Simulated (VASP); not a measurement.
# ZnSn2N2 (P-3m1) in VASP: further runs

ZnSn2N2 is run at these levels: PBE; tasks: single point, relaxation of cell and atoms.

Program: VASP 6.6.1. These are calculated values, not measurements. Logs are shortened: lines on timing, memory, paths and dates and some standing lists are left out, and cuts for length are marked.

## (1) The cell of the first run

The structure is trigonal, space group P-3m1 (No. 164). Conventional cell: a = 3.258 Å, b = 3.258 Å, c = 9.069 Å, α = 90.00°, β = 90.00°, γ = 120.00°. Within 3.0 Å of Zn (site symmetry -3m) lie 6 N at 2.30 Å. Within 3.0 Å of Sn (site symmetry 3m) lie 3 N at 2.28 Å. N (site symmetry 3m) has 3 Sn at 2.28 Å and 3 Zn at 2.30 Å within 3.0 Å.

## (2) Single point, PBE

INCAR reads:

```
SYSTEM = ZnSn2N2
PREC = Accurate
ENCUT = 520
EDIFF = 1E-7
ISMEAR = 0
SIGMA = 0.15
LREAL = .False.
LASPH = .True.
NELM = 100
ALGO = Normal
ISIF = 2
LWAVE = .False.
LCHARG = .False.
GGA = PE
NBANDS = 33
```

KPOINTS reads:

```
regular mesh
0
Gamma
  4 4 2
  0 0 0
```

POSCAR reads:

```
ZnSn2N2
1.0
    3.2584728627      0.0000000000      0.0000000000
   -1.6292364314      2.8219202767      0.0000000000
    0.0000000000      0.0000000000      9.0694989010
Zn Sn N
1 2 2
Direct
    0.0000000000      0.0000000000      0.0000000000
    0.6666666667      0.3333333333      0.2875243577
    0.3333333333      0.6666666667      0.7124756423
    0.3333333333      0.6666666667      0.1460176886
    0.6666666667      0.3333333333      0.8539823114
```

Potentials or basis: VASP PAW PBE potentials, release 64 (Zn, Sn_d, N).

The run is started by

```console
cat potpaw_PBE.64/Zn/POTCAR potpaw_PBE.64/Sn_d/POTCAR potpaw_PBE.64/N/POTCAR > POTCAR
mpirun -np 1 vasp_std > vasp.out
```

OUTCAR:

```text
SYSTEM = ZnSn2N2
   PREC = Accurate
   ENCUT = 520
   EDIFF = 1E-7
   ISMEAR = 0
   LREAL = .False.
   LASPH = .True.
   NELM = 100
   ISIF = 2
   GGA = PE

 ion  position               nearest neighbor table
   1  0.000  0.000  0.000-   4 2.30   5 2.30   5 2.30   4 2.30   5 2.30   4 2.30   2 3.22   3 3.22
                             3 3.22   2 3.22   2 3.22   3 3.22
   2  0.667  0.333  0.288-   4 2.28   4 2.28   4 2.28   1 3.22   1 3.22   1 3.22
   3  0.333  0.667  0.712-   5 2.28   5 2.28   5 2.28   1 3.22   1 3.22   1 3.22
   4  0.333  0.667  0.146-   2 2.28   2 2.28   2 2.28   1 2.30   1 2.30   1 2.30
   5  0.667  0.333  0.854-   3 2.28   3 2.28   3 2.28   1 2.30   1 2.30   1 2.30

  LATTYP: Found a hexagonal cell.
 ALAT       =     3.2584728627
 C/A-ratio  =     2.7833587337

  Lattice vectors:

 A1 = (   3.2584728627,   0.0000000000,   0.0000000000)
 A2 = (  -1.6292364314,   2.8219202767,   0.0000000000)
 A3 = (   0.0000000000,   0.0000000000,   9.0694989010)

Analysis of symmetry for initial positions (statically):
=====================================================================
 Subroutine PRICEL returns:
 Original cell was already a primitive cell.

 Routine SETGRP: Setting up the symmetry group for a
 hexagonal supercell.

 Subroutine GETGRP returns: Found 12 space group operations
 (whereof 12 operations were pure point group operations)
 out of a pool of 24 trial point group operations.

The static configuration has the point symmetry D_3d.

Analysis of symmetry for dynamics (positions and initial velocities):
=====================================================================
 Subroutine PRICEL returns:
 Original cell was already a primitive cell.

 Routine SETGRP: Setting up the symmetry group for a
 hexagonal supercell.

 Subroutine GETGRP returns: Found 12 space group operations
 (whereof 12 operations were pure point group operations)
 out of a pool of 24 trial point group operations.

The dynamic configuration has the point symmetry D_3d.

 Subroutine INISYM returns: Found 12 space group operations
 (whereof 12 operations are pure point group operations),
 and found     1 'primitive' translations

----------------------------------------------------------------------------------------

                                     Primitive cell

  volume of cell :      83.3954

  direct lattice vectors                    reciprocal lattice vectors
     3.258472863  0.000000000  0.000000000     0.306892229  0.177184311  0.000000000
    -1.629236431  2.821920277  0.000000000     0.000000000  0.354368622  0.000000000
     0.000000000  0.000000000  9.069498901     0.000000000  0.000000000  0.110259675

  length of vectors
     3.258472863  3.258472863  9.069498901     0.354368622  0.354368622  0.110259675

  position of ions in fractional coordinates (direct lattice)
     0.000000000  0.000000000  0.000000000
     0.666666667  0.333333333  0.287524358
     0.333333333  0.666666667  0.712475642
     0.333333333  0.666666667  0.146017689
     0.666666667  0.333333333  0.853982311

  ion indices of the primitive-cell ions
   primitive index   ion index
                 1           1
                 2           2
                 3           3
                 4           4
                 5           5

----------------------------------------------------------------------------------------

 KPOINTS: regular mesh

Automatic generation of k-mesh.
 Grid dimensions read from file:
 generate k-points for:    4    4    2

 Generating k-lattice:

  Cartesian coordinates                     Fractional coordinates (reciprocal lattice)
     0.076723057  0.044296078  0.000000000     0.250000000  0.000000000  0.000000000
     0.000000000  0.088592156  0.000000000     0.000000000  0.250000000  0.000000000
     0.000000000  0.000000000  0.055129837     0.000000000  0.000000000  0.500000000

  Length of vectors
     0.088592156  0.088592156  0.055129837

  Shift w.r.t. Gamma in fractional coordinates (k-lattice)
     0.000000000  0.000000000  0.000000000

 Subroutine IBZKPT returns following result:
 ===========================================

 Found      8 irreducible k-points:

 Following reciprocal coordinates:
            Coordinates               Weight
  0.000000  0.000000  0.000000      1.000000
  0.250000  0.000000  0.000000      6.000000
  0.500000  0.000000  0.000000      3.000000
  0.250000  0.250000  0.000000      6.000000
  0.000000  0.000000  0.500000      1.000000
  0.250000  0.000000  0.500000      6.000000
  0.500000  0.000000  0.500000      3.000000
  0.250000  0.250000  0.500000      6.000000
   k-points           NKPTS =      8   k-points in BZ     NKDIM =      8   number of bands    NBANDS=     33
   number of dos      NEDOS =    301   number of ions     NIONS =      5
   total plane-waves  NPLWV =  40320
   dimension x,y,z NGX =    24 NGY =   24 NGZ =   70
   dimension x,y,z NGXF=    48 NGYF=   48 NGZF=  140
   ions per type =               1   2   2
   NGX,Y,Z   is equivalent  to a cutoff of  12.24, 12.24, 12.83 a.u.
   NGXF,Y,Z  is equivalent  to a cutoff of  24.49, 24.49, 25.66 a.u.
 SYSTEM =  ZnSn2N2
   PREC   = accura    normal or accurate (medium, high low for compatibility)
   ISTART =      0    job   : 0-new  1-cont  2-samecut
   ICHARG =      2    charge: 1-file 2-atom 10-const
   ISPIN  =      1    spin polarized calculation?
   LNONCOLLINEAR =      F non collinear calculations
   LSORBIT =      F    spin-orbit coupling
   LASPH  =      T    aspherical Exc in radial PAW
   ENCUT  =  520.0 eV  38.22 Ry    6.18 a.u.   6.06  6.06 16.86*2*pi/ulx,y,z
   NELM   =    100;   NELMIN=  2; NELMDL= -5     # of ELM steps
   EDIFF  = 0.1E-06   stopping-criterion for ELM
   LREAL  =      F    real-space projection
   EDIFFG = 0.1E-05   stopping-criterion for IOM
   NSW    =      0    number of steps for IOM
   IBRION =     -1    ionic relax: 0-MD 1-quasi-New 2-CG
   NFREE  =      0    steps in history (QN), initial steepest desc. (CG)
   ISIF   =      2    stress and relaxation
   ISYM   =      2    0-nonsym 1-usesym 2-fastsym
   POTIM  = 0.5000    time-step for ionic-motion
   TEBEG  =    0.0;   TEEND  =   0.0 temperature during run
   PSTRESS=    0.0 pullay stress
   NELECT =      50.0000    total number of electrons
   NUPDOWN=      -1.0000    fix difference up-down
   EMIN   =  10.00;   EMAX   =-10.00  energy-range for DOS
   EFERMI =   0.00;   METHOD = LEGACY
   ISMEAR =     0;   SIGMA  =   0.15  broadening in eV -4-tet -1-fermi 0-gaus
   EFERMI_NEDOS =   21; number of points for ismear=-14 and -15
   IALGO  =     38    algorithm
   IMIX   =      4    mixing-type and parameters
     AMIX     =   0.40;   BMIX     =  1.00
     AMIX_MAG =   1.60;   BMIX_MAG =  1.00
  volume/ion in A,a.u.               =      16.68       112.56
  Fermi-wavevector in a.u.,A,eV,Ry     =   1.380440  2.608653 25.927451  1.905614
  Thomas-Fermi vector in A             =   2.505317
   LORBIT       =      0    0 simple, 1 ext, 2 COOP (PROOUT), +10 PAW based schemes
   GGA     = PE    functional components
   LHFCALC =     F    Hartree Fock is set to
   AEXX    =    0.0000 exact exchange contribution
   IVDW    =     0    specifies the selected vdW correction
   LEPSILON=     F    determine dielectric tensor
   LRPA    =     F    only Hartree local field effects (RPA)
 non-spin polarized calculation
 Gauss-broadening in eV      SIGMA  =   0.15
  energy-cutoff  :      520.00
  volume of cell :       83.40
 maximum number of plane-waves:      2264
   NGX = 13   NGY = 13   NGZ = 33

 number of electron      50.0000000 magnetization

 Free energy of the ion-electron system (eV)
  ---------------------------------------------------
  ext. energy  EPLUGINS =         0.00000000
  ---------------------------------------------------
  free energy    TOTEN  =       -23.68670884 eV

  energy without entropy =      -23.68648698  energy(sigma->0) =      -23.68659791

 E-fermi :   6.4787     XC(G=0): -10.6898

 val. band max:        6.1383606645   @ k =   0.2500   0.2500   0.5000
 cond. band min:       6.7992689348   @ k =   0.5000   0.0000   0.0000
 fundamental gap:      0.6609082703
 Fermi energy:         6.4787192332

 k-point     1 :       0.0000    0.0000    0.0000
  band No.  band energies     occupation
      1     -14.9849      2.00000
      2     -14.9849      2.00000
      3     -14.9846      2.00000
      4     -14.9846      2.00000
      5     -14.9098      2.00000
      6     -14.9045      2.00000
[... 25 lines left out ...]
     32      14.5347      0.00000
     33      15.5920      0.00000

 k-point     2 :       0.2500    0.0000    0.0000
  band No.  band energies     occupation
      1     -15.0376      2.00000
      2     -15.0366      2.00000
      3     -14.8840      2.00000
      4     -14.8838      2.00000
      5     -14.8714      2.00000
      6     -14.8680      2.00000
[... 25 lines left out ...]
     32      13.8481      0.00000
     33      14.3292      0.00000

 k-point     3 :       0.5000    0.0000    0.0000
  band No.  band energies     occupation
      1     -15.1021      2.00000
      2     -15.1006      2.00000
      3     -14.9381      2.00000
      4     -14.9334      2.00000
      5     -14.8198      2.00000
      6     -14.8166      2.00000
[... 25 lines left out ...]
     32      13.2882      0.00000
     33      13.8493      0.00000

 k-point     4 :       0.2500    0.2500    0.0000
  band No.  band energies     occupation
      1     -15.0260      2.00000
      2     -15.0253      2.00000
      3     -14.9048      2.00000
      4     -14.9032      2.00000
      5     -14.8654      2.00000
      6     -14.8649      2.00000
[... 25 lines left out ...]
     32      12.8569      0.00000
     33      14.2812      0.00000

 k-point     5 :       0.0000    0.0000    0.5000
  band No.  band energies     occupation
      1     -14.9849      2.00000
      2     -14.9849      2.00000
      3     -14.9845      2.00000
      4     -14.9845      2.00000
      5     -14.9090      2.00000
      6     -14.9054      2.00000
[... 25 lines left out ...]
     32      14.6512      0.00000
     33      14.6512      0.00000

 k-point     6 :       0.2500    0.0000    0.5000
  band No.  band energies     occupation
      1     -15.0373      2.00000
      2     -15.0369      2.00000
      3     -14.8841      2.00000
      4     -14.8837      2.00000
      5     -14.8715      2.00000
      6     -14.8682      2.00000
[... 25 lines left out ...]
     32      13.8322      0.00000
     33      14.1328      0.00000

 k-point     7 :       0.5000    0.0000    0.5000
  band No.  band energies     occupation
      1     -15.1018      2.00000
      2     -15.1010      2.00000
      3     -14.9373      2.00000
      4     -14.9343      2.00000
      5     -14.8197      2.00000
      6     -14.8167      2.00000
[... 25 lines left out ...]
     32      12.7543      0.00000
     33      13.3084      0.00000

 k-point     8 :       0.2500    0.2500    0.5000
  band No.  band energies     occupation
      1     -15.0258      2.00000
      2     -15.0255      2.00000
      3     -14.9042      2.00000
      4     -14.9039      2.00000
      5     -14.8652      2.00000
      6     -14.8650      2.00000
[... 25 lines left out ...]
     32      13.3011      0.00000
     33      14.0771      0.00000

------------------------ aborting loop because EDIFF is reached ----------------------------------------

  FORCE on cell =-STRESS in cart. coord.  units (eV):
  Direction    XX          YY          ZZ          XY          YZ          ZX
  --------------------------------------------------------------------------------------
  -------------------------------------------------------------------------------------
  Total        0.1226186      0.1226186      0.3431093     -0.0000000      0.0000000      0.0000000
  in kB        2.3557267      2.3557267      6.5917539     -0.0000000      0.0000000      0.0000000
  external PRESSURE =       3.7677358 kB  Pullay stress =       0.0000000 kB

 VOLUME and BASIS-vectors are now :
 -----------------------------------------------------------------------------
  energy-cutoff  :      520.00
  volume of cell :       83.40
      direct lattice vectors                 reciprocal lattice vectors
     3.258472863  0.000000000  0.000000000     0.306892229  0.177184311  0.000000000
    -1.629236431  2.821920277  0.000000000     0.000000000  0.354368622  0.000000000
     0.000000000  0.000000000  9.069498901     0.000000000  0.000000000  0.110259675

 POSITION                                       TOTAL-FORCE (eV/Angst)
 -----------------------------------------------------------------------------------
      0.00000      0.00000      0.00000         0.000000      0.000000      0.000000
      1.62924      0.94064      2.60770        -0.000000     -0.000000      0.024111
     -0.00000      1.88128      6.46180        -0.000000      0.000000     -0.024111
     -0.00000      1.88128      1.32431         0.000000      0.000000     -0.001332
      1.62924      0.94064      7.74519        -0.000000      0.000000      0.001332
 -----------------------------------------------------------------------------------
    total drift:                               -0.000000      0.000000      0.000000

  FREE ENERGIE OF THE ION-ELECTRON SYSTEM (eV)
  ---------------------------------------------------
  free  energy   TOTEN  =       -23.6867088442 eV

  energy  without entropy=      -23.6864869770  energy(sigma->0) =      -23.68659791
```

It took 26 s on 1 thread of Intel Xeon Platinum 8259CL at 2.50GHz (Skylake/Cascade Lake), shared host; peak memory 0.19 GiB.

What came out:

- Free energy: -23.6867 eV
- Pressure: 0.4 GPa
- Largest force: 0.024 eV/Å
- Band gap on the k mesh: 0.66 eV, indirect (least direct gap 1.16 eV)

Forces in eV/Å, atoms in the order of the input:
```
Zn   0.000  0.000  0.000
Sn   0.000  0.000  0.024
Sn   0.000  0.000 -0.024
N    0.000  0.000 -0.001
N    0.000  0.000  0.001
```

Caveat: the k points lie up to 0.56 Å⁻¹ apart; spin-orbit coupling is left out, which moves the levels of the heavy elements.

[end of part 1 of 2]
